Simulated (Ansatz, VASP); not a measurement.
## Al: VASP beside Ansatz

```
Al
1.0
    -1.57590    1.65692    1.65798
     1.47948   -1.59764    1.50228
     1.61445    1.63620   -1.59870
Al
1
Direct
  0.00000 0.00000 0.00000
```

Change from the starting cell: cell sheared at random, sigma 0.03, atoms nudged by 0.01 Å.

Alike in both runs: task relaxation of cell and atoms; functional PBEsol; dispersion D4; k mesh 11 × 12 × 12; occupations fermi-dirac, width 0.05 eV; no spin polarisation.

|  | VASP | Ansatz |
| --- | --- | --- |
| version | VASP 6.6.1 | Ansatz 0.2.0 |
| potentials or method | VASP PAW PBE potentials, release 64 (Al) | Ansatz PAW |
| plane-wave cutoff (eV) | 600 | 420 |
| valence electrons in the cell | 3 | 3 |

VASP gave:

* gap on the k mesh at the Fermi level, each at its own relaxed structure (eV): none
* relaxed volume (Å³/atom): 15.83
* relaxed cell length with the largest relative difference (Å): 2.781

Q: Which values does Ansatz return?

A: gap on the k mesh at the Fermi level, each at its own relaxed structure (eV): none; relaxed volume (Å³/atom): 15.81; relaxed cell length with the largest relative difference (Å): 2.778.

VASP's potentials were made for PBE, not for PBEsol. A gap of «none» marks a metal or a gap that the smearing closes.

Noted on Ansatz's run: the plane-wave basis is chosen anew once the cell has moved, so the energies of steps on either side of that aren't comparable.
